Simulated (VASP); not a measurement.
Set up this calculation in VASP 6.6.1, as the native input.

```yaml
Task: single point
Functional: PBEsol
Potentials_or_basis: VASP PAW PBE potentials, release 64 (Nb_sv, C, N)
Cutoff: 520 eV
k_mesh: 8 × 8 × 8
Occupations: methfessel-paxton, width 0.1 eV
Spin: no spin polarisation
Dipole_correction: no
Further_INCAR_settings: ALGO = Normal; EDIFF = 1e-06; NBANDS = 26
```

The structure of Nb2CN lies in POSCAR:

```
Nb2CN
1.0
    1.6271720198      0.9394483800      5.3165991457
   -1.6271720198      0.9394483800      5.3165991457
    0.0000000000     -1.8788967601      5.3165991457
Nb C N
2 1 1
Direct
    0.7434040000      0.7434040000      0.7434040000
    0.2565960000      0.2565960000      0.2565960000
    0.0000000000      0.0000000000      0.0000000000
    0.5000000000      0.5000000000      0.5000000000
```

One way to write it, as run:

INCAR

```
PREC = Accurate
ENCUT = 520
EDIFF = 1E-6
ISMEAR = 1
SIGMA = 0.1
LREAL = False
LASPH = True
NELM = 100
ALGO = Normal
ISIF = 2
LWAVE = False
LCHARG = False
GGA = PS
NBANDS = 26
```

KPOINTS

```
Automatic mesh
0
Gamma
  8 8 8
```

Potentials or basis: VASP PAW PBE potentials, release 64 (Nb_sv, C, N).

Launch:

```console
$ cat potpaw_PBE.64/Nb_sv/POTCAR potpaw_PBE.64/C/POTCAR potpaw_PBE.64/N/POTCAR > POTCAR
$ mpirun -np 1 vasp_std > vasp.out
```

It gave:

```json
{
  "Pressure": "-29.3 GPa",
  "Largest force": "0.499 eV/Å"
}
```

Caveat: the PAW data sets were made with another functional, which shifts forces and pressure a little.

Run time: 2.4 min on 1 thread of AMD EPYC 9R45 96-Core Processor (Zen 5), on a shared host, peak memory 0.26 GiB.
